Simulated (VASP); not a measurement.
Input of a VASP 6.6.1 run:

The input INCAR:

```
SYSTEM = LiH
  ALGO = Normal
  EDIFF = 1E-7
  EDIFFG = -0.01
  ENCUT = 600
  GGA = PS
  IBRION = 2
  ISIF = 3
  ISMEAR = -1
  IVDW = 13
  LASPH = .TRUE.
  LCHARG = .FALSE.
  LREAL = .FALSE.
  LWAVE = .FALSE.
  NELM = 60
  NSW = 60
  PREC = Accurate
  SIGMA = 0.05
```

KPOINTS

```
k-points
0
G
  11 11 11
  0 0 0
```

Contents of POSCAR:

```
LiH
1.0
    0.0000000000      2.0367500000      2.0367500000
    2.0367500000      0.0000000000      2.0367500000
    2.0367500000      2.0367500000      0.0000000000
Li H
1 1
Direct
    0.0000000000      0.0000000000      0.0000000000
    0.5000000000      0.5000000000      0.5000000000
```

Potentials or basis: VASP PAW PBE potentials, release 64 (Li_sv, H).

Command:

```sh
$ cat potpaw_PBE.64/Li_sv/POTCAR potpaw_PBE.64/H/POTCAR > POTCAR
$ mpirun -np 1 vasp_std > vasp.out
```

Task: Estimate the space group after relaxing (to 0.05 Å).

Result: Fm-3m (No. 225).

Task: Predict the relaxed cell.

Result: a = 2.791 Å, b = 2.791 Å, c = 2.791 Å, α = 60.00°, β = 60.00°, γ = 60.00°.

Task: Estimate the band gap on the k mesh.

Result: 2.91 eV, direct.

Step by step:
| step | energy change (eV) | largest force (eV/Å) | pressure (GPa) | volume (Å³) |
| --- | --- | --- | --- | --- |
| 1 | 0.0000 | 0.0000 | -3.02 | 16.90 |
| 2 | -0.0065 | 0.0000 | -2.36 | 16.51 |
| 3 | -0.0149 | 0.0000 | -0.52 | 15.60 |
| 4 | -0.0153 | 0.0000 | 0.04 | 15.37 |

Caveat: the cutoff is under 1.25 times the usual one of these potentials, so pressure, stress and relaxed cells hold a basis-set (Pulay) error; the PAW data sets were made with another functional, which shifts forces and pressure a little. A k mesh can miss the band edges.
